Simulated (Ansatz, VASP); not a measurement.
In3BAs4: VASP beside Ansatz

POSCAR

```
In3BAs4
1.0
    4.0505801667      0.0000000000      0.0000000000
    0.0000000000      8.1795758866      0.0000000000
    0.0000000000      0.0000000000      5.8488093466
B As In
1 4 3
Direct
    0.0000000000      0.0000000000     -0.0193288068
    0.5000000000      0.0000000000      0.1729123598
    0.0000000000      0.2121908481      0.7804845113
    0.5000000000      0.5000000000      0.2838907896
    0.0000000000      0.7878091519      0.7804845113
    0.5000000000      0.2219585354      0.4976523676
    0.0000000000      0.5000000000      0.0062518995
    0.5000000000      0.7780414646      0.4976523676
```

Contents of INCAR.step1:

```
  PREC = Accurate
  ENCUT = 520
  ISMEAR = -1
  SIGMA = 0.02
  LREAL = False
  LASPH = True
  NELM = 80
  NBANDS = 41
  GGA = PE
  ALGO = Normal
  EDIFF = 1E-4
  LWAVE = True
  LCHARG = False
```

Contents of INCAR.step2:

```
  PREC = Accurate
  ENCUT = 520
  EDIFF = 1E-6
  ISMEAR = -1
  SIGMA = 0.02
  LREAL = False
  LASPH = True
  NELM = 80
  ALGO = Normal
  ISIF = 2
  LWAVE = False
  LCHARG = False
  METAGGA = R2SCAN
  LMIXTAU = True
  NBANDS = 41
  ISTART = 1
```

KPOINTS

```
regular mesh
0
Gamma
  6 4 4
```

Input for Ansatz:

```yaml
crystal:
  lattice:
    - [4.0505801667, 0.0, 0.0]
    - [0.0, 8.1795758866, 0.0]
    - [0.0, 0.0, 5.8488093466]
  atoms:
    - { symbol: B, position: [0.0, 0.0, -0.0193288068] }
    - { symbol: As, position: [0.5, 0.0, 0.1729123598] }
    - { symbol: In, position: [0.5, 0.2219585354, 0.4976523676] }
    - { symbol: As, position: [0.0, 0.2121908481, 0.7804845113] }
    - { symbol: In, position: [0.0, 0.5, 0.0062518995] }
    - { symbol: As, position: [0.5, 0.5, 0.2838907896] }
    - { symbol: In, position: [0.5, 0.7780414646, 0.4976523676] }
    - { symbol: As, position: [0.0, 0.7878091519, 0.7804845113] }
kpoints:
  mp_grid: { grid: [6, 4, 4] }
  band_path:
    path:
      - [0.0, 0.0, 0.0]
      - [0.5, 0.0, 0.0]
      - [0.5, 0.5, 0.0]
      - [0.0, 0.5, 0.0]
      - [0.0, 0.0, 0.5]
      - [0.5, 0.0, 0.5]
      - [0.5, 0.5, 0.5]
      - [0.0, 0.5, 0.5]
      - [0.0, 0.1, 0.0]
      - [0.0, 0.0, 0.05]
    npoints: 1
hamiltonian:
  xc: r2scan
scf:
  occupations: { method: fermi_dirac, width: 0.02 }
  n_extra_bands: 6
output:
  forces: true
  stress: true
  eigenvalues: true
```

Alike in both runs: task single point; functional r2SCAN; k mesh 6 × 4 × 4; occupations fermi-dirac, width 0.02 eV; no spin polarisation.

|  | VASP | Ansatz |
| --- | --- | --- |
| version | VASP 6.6.1 | Ansatz 0.2.0 |
| potentials or method | VASP PAW PBE potentials, release 64 (B, As, In_d) | plane waves, PAW |
| plane-wave cutoff (eV) | 520 | 500 |
| valence electrons in the cell | 62 | 102 |

VASP gave:

| Quantity | Value |
| --- | --- |
| pressure (GPa) | 0.0 |
| rms of the force components (eV/Å) | 0.005 |

Task: What did Ansatz give for the same quantities?

Result: Pressure (GPa): 0.0; rms of the force components (eV/Å): 0.001.

VASP's potentials were made for PBE, not for r2SCAN. VASP's potentials hold 62 valence electrons a cell and Ansatz's 102, so a difference there can come from the potentials and not from the codes.
